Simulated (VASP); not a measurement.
# CaO (Lime) (Fm-3m) in VASP: further runs

CaO (Lime) is run at these levels: PBE; tasks: single point, relaxation of cell and atoms.

All numbers are computed with VASP 6.6.1; they aren't measurements. Logs are shortened: lines on timing, memory, paths and dates and some standing lists are left out, and cuts for length are marked.

**1. The cell of the first run**

The structure is cubic, space group Fm-3m (No. 225). Conventional cell: a = 4.831 Å, b = 4.831 Å, c = 4.831 Å, α = 90.00°, β = 90.00°, γ = 90.00°. Ca (site symmetry m-3m) has 6 O at 2.42 Å within 3.2 Å. Within 3.2 Å of O (site symmetry m-3m) lie 6 Ca at 2.42 Å.

**2. Single point, PBE**

The input, INCAR:

```
  PREC = Accurate
  ENCUT = 600
  EDIFF = 1E-6
  ISMEAR = -1
  SIGMA = 0.01
  LREAL = F
  LASPH = T
  NELM = 120
  ALGO = Normal
  ISIF = 2
  LWAVE = F
  LCHARG = T
  GGA = PE
  LELF = T
  LVHAR = T
  NBANDS = 15
  GGA_COMPAT = F
```

The input, KPOINTS:

```
Automatic mesh
0
Gamma
  7 7 7
```

The input, POSCAR:

```
CaO
1.0
    0.0000000000      2.4153253809      2.4153253809
    2.4153253809      0.0000000000      2.4153253809
    2.4153253809      2.4153253809      0.0000000000
Ca O
1 1
Direct
    0.0000000000      0.0000000000      0.0000000000
    0.5000000000      0.5000000000      0.5000000000
```

Potentials or basis: VASP PAW PBE potentials, release 64 (Ca_sv, O).

Run with:

```bash
> cat potpaw_PBE.64/Ca_sv/POTCAR potpaw_PBE.64/O/POTCAR > POTCAR
> mpirun -np 1 vasp_std > vasp.out
```

OUTCAR:

```text
PREC = Accurate
   ENCUT = 600
   EDIFF = 1E-6
   ISMEAR = -1
   LREAL = F
   LASPH = T
   NELM = 120
   ISIF = 2
   GGA = PE

 ion  position               nearest neighbor table
   1  0.000  0.000  0.000-   2 2.42   2 2.42   2 2.42   2 2.42   2 2.42   2 2.42
   2  0.500  0.500  0.500-   1 2.42   1 2.42   1 2.42   1 2.42   1 2.42   1 2.42

  LATTYP: Found a face centered cubic cell.
 ALAT       =     4.8306507618

  Lattice vectors:

 A1 = (   0.0000000000,   2.4153253809,   2.4153253809)
 A2 = (   2.4153253809,   0.0000000000,   2.4153253809)
 A3 = (   2.4153253809,   2.4153253809,   0.0000000000)

Analysis of symmetry for initial positions (statically):
=====================================================================
 Subroutine PRICEL returns:
 Original cell was already a primitive cell.

 Routine SETGRP: Setting up the symmetry group for a
 face centered cubic supercell.

 Subroutine GETGRP returns: Found 48 space group operations
 (whereof 48 operations were pure point group operations)
 out of a pool of 48 trial point group operations.

The static configuration has the point symmetry O_h .

Analysis of symmetry for dynamics (positions and initial velocities):
=====================================================================
 Subroutine PRICEL returns:
 Original cell was already a primitive cell.

 Routine SETGRP: Setting up the symmetry group for a
 face centered cubic supercell.

 Subroutine GETGRP returns: Found 48 space group operations
 (whereof 48 operations were pure point group operations)
 out of a pool of 48 trial point group operations.

The dynamic configuration has the point symmetry O_h .

 Subroutine INISYM returns: Found 48 space group operations
 (whereof 48 operations are pure point group operations),
 and found     1 'primitive' translations

----------------------------------------------------------------------------------------

                                     Primitive cell

  volume of cell :      28.1810

  direct lattice vectors                    reciprocal lattice vectors
     0.000000000  2.415325381  2.415325381    -0.207011446  0.207011446  0.207011446
     2.415325381  0.000000000  2.415325381     0.207011446 -0.207011446  0.207011446
     2.415325381  2.415325381  0.000000000     0.207011446  0.207011446 -0.207011446

  length of vectors
     3.415785911  3.415785911  3.415785911     0.358554342  0.358554342  0.358554342

  position of ions in fractional coordinates (direct lattice)
     0.000000000  0.000000000  0.000000000
     0.500000000  0.500000000  0.500000000

  ion indices of the primitive-cell ions
   primitive index   ion index
                 1           1
                 2           2

----------------------------------------------------------------------------------------

 KPOINTS: Automatic mesh

Automatic generation of k-mesh.
 Grid dimensions read from file:
 generate k-points for:    7    7    7

 Generating k-lattice:

  Cartesian coordinates                     Fractional coordinates (reciprocal lattice)
    -0.029573064  0.029573064  0.029573064     0.142857143  0.000000000  0.000000000
     0.029573064 -0.029573064  0.029573064     0.000000000  0.142857143  0.000000000
     0.029573064  0.029573064 -0.029573064     0.000000000  0.000000000  0.142857143

  Length of vectors
     0.051222049  0.051222049  0.051222049

  Shift w.r.t. Gamma in fractional coordinates (k-lattice)
     0.000000000  0.000000000  0.000000000

 Subroutine IBZKPT returns following result:
 ===========================================

 Found     20 irreducible k-points:

 Following reciprocal coordinates:
            Coordinates               Weight
  0.000000  0.000000  0.000000      1.000000
  0.142857  0.000000  0.000000      8.000000
  0.285714  0.000000  0.000000      8.000000
  0.428571  0.000000  0.000000      8.000000
  0.142857  0.142857  0.000000      6.000000
  0.285714  0.142857  0.000000     24.000000
[... 12 lines left out ...]
 -0.428571  0.428571  0.142857     24.000000
 -0.285714  0.428571  0.142857     24.000000
   k-points           NKPTS =     20   k-points in BZ     NKDIM =     20   number of bands    NBANDS=     15
   number of dos      NEDOS =    301   number of ions     NIONS =      2
   total plane-waves  NPLWV =  21952
   dimension x,y,z NGX =    28 NGY =   28 NGZ =   28
   dimension x,y,z NGXF=    56 NGYF=   56 NGZF=   56
   ions per type =               1   1
   NGX,Y,Z   is equivalent  to a cutoff of  13.63, 13.63, 13.63 a.u.
   NGXF,Y,Z  is equivalent  to a cutoff of  27.26, 27.26, 27.26 a.u.
 SYSTEM =  unknown system
   PREC   = accura    normal or accurate (medium, high low for compatibility)
   ISTART =      0    job   : 0-new  1-cont  2-samecut
   ICHARG =      2    charge: 1-file 2-atom 10-const
   ISPIN  =      1    spin polarized calculation?
   LNONCOLLINEAR =      F non collinear calculations
   LSORBIT =      F    spin-orbit coupling
   LASPH  =      T    aspherical Exc in radial PAW
   ENCUT  =  600.0 eV  44.10 Ry    6.64 a.u.   6.82  6.82  6.82*2*pi/ulx,y,z
   NELM   =    120;   NELMIN=  2; NELMDL= -5     # of ELM steps
   EDIFF  = 0.1E-05   stopping-criterion for ELM
   LREAL  =      F    real-space projection
   EDIFFG = 0.1E-04   stopping-criterion for IOM
   NSW    =      0    number of steps for IOM
   IBRION =     -1    ionic relax: 0-MD 1-quasi-New 2-CG
   NFREE  =      0    steps in history (QN), initial steepest desc. (CG)
   ISIF   =      2    stress and relaxation
   ISYM   =      2    0-nonsym 1-usesym 2-fastsym
   POTIM  = 0.5000    time-step for ionic-motion
   TEBEG  =    0.0;   TEEND  =   0.0 temperature during run
   PSTRESS=    0.0 pullay stress
   NELECT =      16.0000    total number of electrons
   NUPDOWN=      -1.0000    fix difference up-down
   EMIN   =  10.00;   EMAX   =-10.00  energy-range for DOS
   EFERMI =   0.00;   METHOD = LEGACY
   ISMEAR =    -1;   SIGMA  =   0.01  broadening in eV -4-tet -1-fermi 0-gaus
   EFERMI_NEDOS =   21; number of points for ismear=-14 and -15
   IALGO  =     38    algorithm
   IMIX   =      4    mixing-type and parameters
     AMIX     =   0.40;   BMIX     =  1.00
     AMIX_MAG =   1.60;   BMIX_MAG =  1.00
  volume/ion in A,a.u.               =      14.09        95.09
  Fermi-wavevector in a.u.,A,eV,Ry     =   1.355593  2.561699 25.002491  1.837631
  Thomas-Fermi vector in A             =   2.482667
   LORBIT       =      0    0 simple, 1 ext, 2 COOP (PROOUT), +10 PAW based schemes
   GGA     = PE    functional components
   LHFCALC =     F    Hartree Fock is set to
   AEXX    =    0.0000 exact exchange contribution
   IVDW    =     0    specifies the selected vdW correction
   LEPSILON=     F    determine dielectric tensor
   LRPA    =     F    only Hartree local field effects (RPA)
 non-spin polarized calculation
  energy-cutoff  :      600.00
  volume of cell :       28.18
 maximum number of plane-waves:       952
   NGX = 13   NGY = 13   NGZ = 13

 number of electron      15.9999999 magnetization

 Free energy of the ion-electron system (eV)
  ---------------------------------------------------
  ext. energy  EPLUGINS =         0.00000000
  ---------------------------------------------------
  free energy    TOTEN  =       -12.80753564 eV

  energy without entropy =      -12.80753564  energy(sigma->0) =      -12.80753564

 E-fermi :   2.4797     XC(G=0): -10.4019

 val. band max:        2.2640101872   @ k =   0.0000   0.0000   0.0000
 cond. band min:       5.9963045768   @ k =   0.4286   0.4286   0.0000
 fundamental gap:      3.7322943895
 Fermi energy:         2.4796621347

 k-point     1 :       0.0000    0.0000    0.0000
  band No.  band energies     occupation
      1     -35.4349      2.00000
      2     -16.2097      2.00000
      3     -16.2097      2.00000
      4     -16.2097      2.00000
      5     -13.2394      2.00000
      6       2.2640      2.00000
      7       2.2640      2.00000
      8       2.2640      2.00000
      9       6.8562      0.00000
     10       8.4523      0.00000
     11       8.4523      0.00000
     12       8.4523      0.00000
     13       9.9299      0.00000
     14       9.9299      0.00000
     15      17.2427      0.00000

 k-point     2 :       0.1429    0.0000    0.0000
  band No.  band energies     occupation
      1     -35.4169      2.00000
      2     -16.4569      2.00000
      3     -16.2195      2.00000
      4     -16.2195      2.00000
      5     -12.9776      2.00000
      6       1.6007      2.00000
      7       2.0034      2.00000
      8       2.0034      2.00000
      9       7.7138      0.00000
     10       8.4124      0.00000
     11       8.7876      0.00000
     12       8.7876      0.00000
     13      10.3896      0.00000
     14      10.3896      0.00000
     15      17.9223      0.00000

 k-point     3 :       0.2857    0.0000    0.0000
  band No.  band energies     occupation
      1     -35.3764      2.00000
      2     -16.9119      2.00000
      3     -16.2415      2.00000
      4     -16.2415      2.00000
      5     -12.4872      2.00000
      6       0.4835      2.00000
      7       1.4939      2.00000
      8       1.4939      2.00000
      9       8.5760      0.00000
     10       9.3891      0.00000
     11       9.6243      0.00000
     12       9.6243      0.00000
     13      11.4318      0.00000
     14      11.4318      0.00000
     15      17.7704      0.00000

 k-point     4 :       0.4286    0.0000    0.0000
  band No.  band energies     occupation
      1     -35.3435      2.00000
      2     -17.2174      2.00000
      3     -16.2589      2.00000
      4     -16.2589      2.00000
      5     -12.1500      2.00000
      6      -0.2411      2.00000
      7       1.1396      2.00000
      8       1.1396      2.00000
      9       9.1182      0.00000
     10      10.4111      0.00000
     11      10.4111      0.00000
     12      10.5173      0.00000
     13      12.3924      0.00000
     14      12.3924      0.00000
     15      16.4714      0.00000
[... 235 lines left out ...]
 k-point    18 :      -0.4286    0.2857    0.1429
  band No.  band energies     occupation
      1     -35.3242      2.00000
      2     -16.9735      2.00000
      3     -16.4679      2.00000
      4     -16.3426      2.00000
      5     -12.4390      2.00000
      6       0.3725      2.00000
      7       1.1778      2.00000
      8       1.3265      2.00000
      9       8.3331      0.00000
     10       9.3976      0.00000
     11      10.8547      0.00000
     12      10.9804      0.00000
     13      12.2322      0.00000
     14      14.0247      0.00000
     15      16.2534      0.00000

 k-point    19 :      -0.4286    0.4286    0.1429
  band No.  band energies     occupation
      1     -35.3145      2.00000
      2     -16.7844      2.00000
      3     -16.4821      2.00000
      4     -16.4715      2.00000
      5     -12.7246      2.00000
      6       0.8513      2.00000
      7       1.3682      2.00000
      8       1.5489      2.00000
      9       7.0204      0.00000
     10      10.0966      0.00000
     11      10.6041      0.00000
     12      11.5536      0.00000
     13      11.6894      0.00000
     14      14.1889      0.00000
     15      16.2106      0.00000

 k-point    20 :      -0.2857    0.4286    0.1429
  band No.  band energies     occupation
      1     -35.3115      2.00000
      2     -16.7467      2.00000
      3     -16.6300      2.00000
      4     -16.4388      2.00000
      5     -12.6030      2.00000
      6       0.8462      2.00000
      7       1.1417      2.00000
      8       1.3215      2.00000
      9       8.1185      0.00000
     10       9.1355      0.00000
     11      10.6471      0.00000
     12      11.4943      0.00000
     13      12.1275      0.00000
     14      15.8107      0.00000
     15      15.8341      0.00000

------------------------ aborting loop because EDIFF is reached ----------------------------------------

  FORCE on cell =-STRESS in cart. coord.  units (eV):
  Direction    XX          YY          ZZ          XY          YZ          ZX
  --------------------------------------------------------------------------------------
  -------------------------------------------------------------------------------------
  Total        0.0779371      0.0779371      0.0779371      0.0000000      0.0000000      0.0000000
  in kB        4.4309579      4.4309579      4.4309579      0.0000000      0.0000000      0.0000000
  external PRESSURE =       4.4309579 kB  Pullay stress =       0.0000000 kB

 VOLUME and BASIS-vectors are now :
 -----------------------------------------------------------------------------
  energy-cutoff  :      600.00
  volume of cell :       28.18
      direct lattice vectors                 reciprocal lattice vectors
     0.000000000  2.415325381  2.415325381    -0.207011446  0.207011446  0.207011446
     2.415325381  0.000000000  2.415325381     0.207011446 -0.207011446  0.207011446
     2.415325381  2.415325381  0.000000000     0.207011446  0.207011446 -0.207011446

 POSITION                                       TOTAL-FORCE (eV/Angst)
 -----------------------------------------------------------------------------------
      0.00000      0.00000      0.00000        -0.000000     -0.000000     -0.000000
      2.41533      2.41533      2.41533         0.000000      0.000000      0.000000
 -----------------------------------------------------------------------------------
    total drift:                                0.000000      0.000000      0.000000

  FREE ENERGIE OF THE ION-ELECTRON SYSTEM (eV)
  ---------------------------------------------------
  free  energy   TOTEN  =       -12.8075356436 eV

  energy  without entropy=      -12.8075356436  energy(sigma->0) =      -12.80753564
```

It took 23 s on 1 thread of Intel Xeon 8259CL, shared host; peak memory 0.16 GiB.

What came out:

```
Free energy            : -12.8075 eV
Pressure               : 0.4 GPa
Band gap on the k mesh : 3.73 eV, indirect (least direct gap 4.11 eV)
```

Levels at points of the mesh, in eV from the valence-band top:
```
           k point  band 5  band 6  band 7  band 8  band 9  band 10  band 11  band 12
(0.00, 0.00, 0.00)  -15.50    0.00    0.00    0.00    4.59     6.19     6.19     6.19
```

A k mesh can miss the band edges.

(Part 1 of 2 ends here.)
